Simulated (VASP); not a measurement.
# Pd in VASP: single point with LDA

Aim: the single point of Pd with LDA.

Everything below comes from runs of VASP 6.6.1. Logs are shortened: lines on timing, memory, paths and dates and some standing lists are left out, and cuts for length are marked.

## (1) The cell of the first run

The cell holds a atom, 1 atom: a = 14.000 Å, b = 14.400 Å, c = 14.800 Å, α = 90.00°, β = 90.00°, γ = 90.00°.

## (2) Single point, LDA, collinear spin, ferromagnetic start

INCAR reads:

```
SYSTEM = Pd
PREC = Accurate
ENCUT = 400
EDIFF = 1E-6
ISMEAR = -1
SIGMA = 0.01
LREAL = .False.
LASPH = .True.
NELM = 200
ALGO = Normal
ISIF = 2
LWAVE = .False.
LCHARG = .False.
ISPIN = 2
MAGMOM = 2
LORBIT = 11
LMAXMIX = 4
GGA = CA
ISYM = 0
NBANDS = 15
GGA_COMPAT = .False.
```

KPOINTS reads:

```
Automatic mesh
0
Gamma
  1 1 1
  0 0 0
```

POSCAR reads:

```
Pd
1.0
   14.0000000000      0.0000000000      0.0000000000
    0.0000000000     14.4000000000      0.0000000000
    0.0000000000      0.0000000000     14.8000000000
Pd
1
Direct
    0.5000000000      0.5000000000      0.5000000000
```

Potentials or basis: VASP PAW LDA potentials, release 64 (Pd).

Run with:

```
$ cat potpaw_LDA.64/Pd/POTCAR > POTCAR
$ mpirun -np 1 vasp_gam > vasp.out
```

OUTCAR:

```text
SYSTEM = Pd
   PREC = Accurate
   ENCUT = 400
   EDIFF = 1E-6
   ISMEAR = -1
   LREAL = .False.
   LASPH = .True.
   NELM = 200
   ISIF = 2
   ISPIN = 2
   LORBIT = 11
   GGA = CA
   ISYM = 0

 ion  position               nearest neighbor table
   1  0.500  0.500  0.500-

IMPORTANT INFORMATION: All symmetrisations will be switched off!
NOSYMM: (Re-)initialisation of all symmetry stuff for point group C_1.

----------------------------------------------------------------------------------------

                                     Primitive cell

  volume of cell :    2983.6800

  direct lattice vectors                    reciprocal lattice vectors
    14.000000000  0.000000000  0.000000000     0.071428571  0.000000000  0.000000000
     0.000000000 14.400000000  0.000000000     0.000000000  0.069444444  0.000000000
     0.000000000  0.000000000 14.800000000     0.000000000  0.000000000  0.067567568

  length of vectors
    14.000000000 14.400000000 14.800000000     0.071428571  0.069444444  0.067567568

  position of ions in fractional coordinates (direct lattice)
     0.500000000  0.500000000  0.500000000

  ion indices of the primitive-cell ions
   primitive index   ion index
                 1           1

----------------------------------------------------------------------------------------

 KPOINTS: Automatic mesh

Automatic generation of k-mesh.
 Grid dimensions read from file:
 generate k-points for:    1    1    1

 Generating k-lattice:

  Cartesian coordinates                     Fractional coordinates (reciprocal lattice)
     0.071428571  0.000000000  0.000000000     1.000000000  0.000000000  0.000000000
     0.000000000  0.069444444  0.000000000     0.000000000  1.000000000  0.000000000
     0.000000000  0.000000000  0.067567568     0.000000000  0.000000000  1.000000000

  Length of vectors
     0.071428571  0.069444444  0.067567568

  Shift w.r.t. Gamma in fractional coordinates (k-lattice)
     0.000000000  0.000000000  0.000000000

 Subroutine IBZKPT returns following result:
 ===========================================

 Found      1 irreducible k-points:

 Following reciprocal coordinates:
            Coordinates               Weight
  0.000000  0.000000  0.000000      1.000000
   k-points           NKPTS =      1   k-points in BZ     NKDIM =      1   number of bands    NBANDS=     15
   number of dos      NEDOS =    301   number of ions     NIONS =      1
   total plane-waves  NPLWV = 903168
   dimension x,y,z NGX =    96 NGY =   96 NGZ =   98
   dimension x,y,z NGXF=   192 NGYF=  192 NGZF=  196
   ions per type =               1
   NGX,Y,Z   is equivalent  to a cutoff of  11.40, 11.08, 11.01 a.u.
   NGXF,Y,Z  is equivalent  to a cutoff of  22.80, 22.17, 22.02 a.u.
 SYSTEM =  Pd
   PREC   = accura    normal or accurate (medium, high low for compatibility)
   ISTART =      0    job   : 0-new  1-cont  2-samecut
   ICHARG =      2    charge: 1-file 2-atom 10-const
   ISPIN  =      2    spin polarized calculation?
   LNONCOLLINEAR =      F non collinear calculations
   LSORBIT =      F    spin-orbit coupling
   LASPH  =      T    aspherical Exc in radial PAW
   ENCUT  =  400.0 eV  29.40 Ry    5.42 a.u.  22.83 23.48 24.14*2*pi/ulx,y,z
   NELM   =    200;   NELMIN=  2; NELMDL= -5     # of ELM steps
   EDIFF  = 0.1E-05   stopping-criterion for ELM
   LREAL  =      F    real-space projection
   EDIFFG = 0.1E-04   stopping-criterion for IOM
   NSW    =      0    number of steps for IOM
   IBRION =     -1    ionic relax: 0-MD 1-quasi-New 2-CG
   NFREE  =      0    steps in history (QN), initial steepest desc. (CG)
   ISIF   =      2    stress and relaxation
   ISYM   =      0    0-nonsym 1-usesym 2-fastsym
   POTIM  = 0.5000    time-step for ionic-motion
   TEBEG  =    0.0;   TEEND  =   0.0 temperature during run
   PSTRESS=    0.0 pullay stress
   NELECT =      10.0000    total number of electrons
   NUPDOWN=      -1.0000    fix difference up-down
   EMIN   =  10.00;   EMAX   =-10.00  energy-range for DOS
   EFERMI =   0.00;   METHOD = LEGACY
   ISMEAR =    -1;   SIGMA  =   0.01  broadening in eV -4-tet -1-fermi 0-gaus
   EFERMI_NEDOS =   21; number of points for ismear=-14 and -15
   IALGO  =     38    algorithm
   IMIX   =      4    mixing-type and parameters
     AMIX     =   0.40;   BMIX     =  1.00
     AMIX_MAG =   1.60;   BMIX_MAG =  1.00
  volume/ion in A,a.u.               =    2983.68     20134.87
  Fermi-wavevector in a.u.,A,eV,Ry     =   0.244995  0.462974  0.816657  0.060023
  Thomas-Fermi vector in A             =   1.055438
   LORBIT       =     11    0 simple, 1 ext, 2 COOP (PROOUT), +10 PAW based schemes
   GGA     = CA    functional components
   LHFCALC =     F    Hartree Fock is set to
   AEXX    =    0.0000 exact exchange contribution
   IVDW    =     0    specifies the selected vdW correction
   LEPSILON=     F    determine dielectric tensor
   LRPA    =     F    only Hartree local field effects (RPA)
 spin polarized calculation
  energy-cutoff  :      400.00
  volume of cell :     2983.68
 maximum number of plane-waves:     27122
 NGX is ok and might be reduce to    90
   NGX = 45   NGY = 47   NGZ = 49

 number of electron      10.0000000 magnetization       0.0001029

 number of electron      10.0000000 magnetization      -0.0000482

 Free energy of the ion-electron system (eV)
  ---------------------------------------------------
  ext. energy  EPLUGINS =         0.00000000
  ---------------------------------------------------
  free energy    TOTEN  =        -1.43539095 eV

  energy without entropy =       -1.43539095  energy(sigma->0) =       -1.43539095

 E-fermi :  -3.9518     XC(G=0):  -0.3046

 val. band max:       -4.2202209840   @ k =   0.0000   0.0000   0.0000
 cond. band min:      -3.5511751472   @ k =   0.0000   0.0000   0.0000
 fundamental gap:      0.6690458369
 Fermi energy:        -3.9517706409

 spin component 1

 k-point     1 :       0.0000    0.0000    0.0000
  band No.  band energies     occupation
      1      -4.2202      1.00000
      2      -4.2202      1.00000
      3      -4.2202      1.00000
      4      -4.2202      1.00000
      5      -4.2202      1.00000
      6      -3.5512      0.00000
      7      -0.2831      0.00000
      8      -0.2792      0.00000
      9      -0.2746      0.00000
     10       0.0170      0.00000
     11       0.6659      0.00000
     12       0.7117      0.00000
     13       0.8299      0.00000
     14       0.8432      0.00000
     15       0.8768      0.00000
 Fermi energy:        -3.9517706409

 spin component 2

 k-point     1 :       0.0000    0.0000    0.0000
  band No.  band energies     occupation
      1      -4.2202      1.00000
      2      -4.2202      1.00000
      3      -4.2202      1.00000
      4      -4.2202      1.00000
      5      -4.2202      1.00000
      6      -3.5512      0.00000
      7      -0.2832      0.00000
      8      -0.2793      0.00000
      9      -0.2747      0.00000
     10       0.0169      0.00000
     11       0.6644      0.00000
     12       0.7110      0.00000
     13       0.8319      0.00000
     14       0.8434      0.00000
     15       0.8771      0.00000

------------------------ aborting loop because EDIFF is reached ----------------------------------------

  FORCE on cell =-STRESS in cart. coord.  units (eV):
  Direction    XX          YY          ZZ          XY          YZ          ZX
  --------------------------------------------------------------------------------------
  -------------------------------------------------------------------------------------
  Total       -0.0639874     -0.0647193     -0.0644842      0.0000000      0.0000000      0.0000000
  in kB       -0.0343600     -0.0347530     -0.0346268      0.0000000      0.0000000      0.0000000
  external PRESSURE =      -0.0345799 kB  Pullay stress =       0.0000000 kB

 VOLUME and BASIS-vectors are now :
 -----------------------------------------------------------------------------
  energy-cutoff  :      400.00
  volume of cell :     2983.68
      direct lattice vectors                 reciprocal lattice vectors
    14.000000000  0.000000000  0.000000000     0.071428571  0.000000000  0.000000000
     0.000000000 14.400000000  0.000000000     0.000000000  0.069444444  0.000000000
     0.000000000  0.000000000 14.800000000     0.000000000  0.000000000  0.067567568

 POSITION                                       TOTAL-FORCE (eV/Angst)
 -----------------------------------------------------------------------------------
      7.00000      7.20000      7.40000        -0.000000     -0.000000     -0.000000
 -----------------------------------------------------------------------------------
    total drift:                               -0.000000     -0.000000     -0.000000

  FREE ENERGIE OF THE ION-ELECTRON SYSTEM (eV)
  ---------------------------------------------------
  free  energy   TOTEN  =        -1.4353909458 eV

  energy  without entropy=       -1.4353909458  energy(sigma->0) =       -1.43539095

 total charge

# of ion       s       p       d       tot
------------------------------------------
    1        0.000   0.000   9.170   9.170

 magnetization (x)

# of ion       s       p       d       tot
------------------------------------------
    1        0.000  -0.000  -0.000  -0.000
```

Run time: 1.8 min. Hardware: 1 thread of Intel Xeon Platinum 8375C at 2.90GHz (Ice Lake), shared host; peak memory 1.1 GiB.

Results:

| Item | Value |
| --- | --- |
| Free energy | -1.4354 eV |
| Pressure | 0.0 GPa |
| Band gap on the k mesh | 0.67 eV |
| Net moment | 0.00 μB per cell |
| Valence electrons inside the program's atomic spheres | Pd 9.17 |
